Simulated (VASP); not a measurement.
Write the native input for VASP 6.6.1 that does the following.

```yaml
Task: single point
Functional: PBE
Potentials_or_basis: VASP PAW PBE potentials, release 64 (Si, Al)
Cutoff: 520 eV
k_mesh: 2 × 2 × 2
Occupations: gaussian, width 0.05 eV
Spin: collinear spin, zero start
Starting_moments: "[0.0, 0.0, 0.0, 0.0, 0.0, 0.0, 0.0, 0.0, 0.0, 0.0, 0.0, 0.0, 0.0, 0.0, 0.0, 0.0, 0.0] μB"
Dipole_correction: no
Further_INCAR_settings: LREAL = Auto; ALGO = Normal; EDIFF = 1e-06; NBANDS = 52
```

The structure of AlSi16 (a cell with a defect) lies in POSCAR:

```
AlSi16
1.0
    0.0000000000      5.4300000000      5.4300000000
    5.4300000000      0.0000000000      5.4300000000
    5.4300000000      5.4300000000      0.0000000000
Si Al
16 1
Direct
   -0.0112718232      0.0009228361      0.0094996317
    0.1065250460      0.1187410681      0.1520744015
    0.0009041436      0.0131465009      0.5133242173
    0.1224906077      0.1347036832      0.6348834254
   -0.0192655617      0.5055493554      0.0057335175
    0.1126798343      0.6266735727      0.1268582873
   -0.0112723757      0.5093200737      0.5011068140
    0.1065228361      0.6518961326      0.6189252302
    0.4933291897     -0.0070579190      0.0057209024
    0.6144802026      0.1248557090      0.1268501842
    0.4971013812      0.0009140884      0.5010993554
    0.6396588398      0.1187277164      0.6189157459
    0.4838023941      0.4959795580     -0.0038320442
    0.6074664825      0.6196723757      0.1198594843
    0.4933301105      0.5055358195      0.4931291897
    0.6144802026      0.6266647330      0.6250446593
    0.2548581031      0.2670925414      0.7672709945
```

These files were run (other wordings do the same):

INCAR

```
SYSTEM = AlSi16
PREC = Accurate
ENCUT = 520
EDIFF = 1E-6
ISMEAR = 0
SIGMA = 0.05
LREAL = Auto
LASPH = .TRUE.
NELM = 150
ALGO = Normal
ISIF = 2
LWAVE = .FALSE.
LCHARG = .TRUE.
ISPIN = 2
MAGMOM = 0 0 0 0 0 0 0 0 0 0 0 0 0 0 0 0 0
LORBIT = 11
GGA = PE
LELF = .TRUE.
LVHAR = .TRUE.
NBANDS = 52
```

KPOINTS

```
regular mesh
0
G
  2 2 2
  0 0 0
```

Potentials or basis: VASP PAW PBE potentials, release 64 (Si, Al).

The run is started by

```sh
$ cat potpaw_PBE.64/Si/POTCAR potpaw_PBE.64/Al/POTCAR > POTCAR
$ mpirun -np 1 vasp_std > vasp.out
```

It gave:

```yaml
Pressure: 5.3 GPa
Largest_force: 0.356 eV/Å
Net_moment: 0.00 μB per cell
Valence_electrons_inside_the_program's_atomic_spheres: Si 1.68, 1.70, 1.75, 1.71, 1.67 (each value once); Al 0.85
```

Caveat: the k points lie up to 0.50 Å⁻¹ apart; no moment was typed at the start, so none could form.

Run time: 9.2 min on 1 thread of Intel(R) Xeon(R) Platinum 8259CL CPU @ 2.50GHz (Skylake/Cascade Lake), with other jobs on the host, peak memory 0.7 GiB.
